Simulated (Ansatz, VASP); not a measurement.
Zr4Ag in VASP and in Ansatz

```
Zr Ag
1.0
     5.83252    0.00000    0.00000
    -2.91626    5.05111    0.00000
     0.00000    0.00000    5.20953
Zr Ag
4 1
Direct
  0.00000 0.00000 0.00000
  0.50000 0.00000 0.00000
  0.00000 0.50000 0.00000
  0.50000 0.50000 0.00000
  0.00000 0.00000 0.50000
```

Alike in both runs: functional PBE; k mesh 4 × 4 × 4; occupations gaussian, width 0.2 eV; no spin polarisation.

Ansatz relaxed the structure, and its values are those at the end. VASP's run is a single point on that final structure, the one shown.

|  | VASP | Ansatz |
| --- | --- | --- |
| version | VASP 6.6.1 | Ansatz 0.2.0 |
| potentials or method | VASP PAW PBE potentials, release 64 (Zr_sv, Ag), cutoff 520 eV | scalar-relativistic, plane waves, PAW |
| valence electrons in the cell | 59 | 67 |

|  | VASP | Ansatz | Ansatz less VASP |
| --- | --- | --- | --- |
| gap on the k mesh at the Fermi level (eV) | none | none | - |
| pressure (GPa) | 0.3 | 0.3 | -0.04 |

A gap of «none» marks a metal or a gap that the smearing closes. VASP's potentials hold 59 valence electrons a cell and Ansatz's 67, so a difference there can come from the potentials and not from the codes.
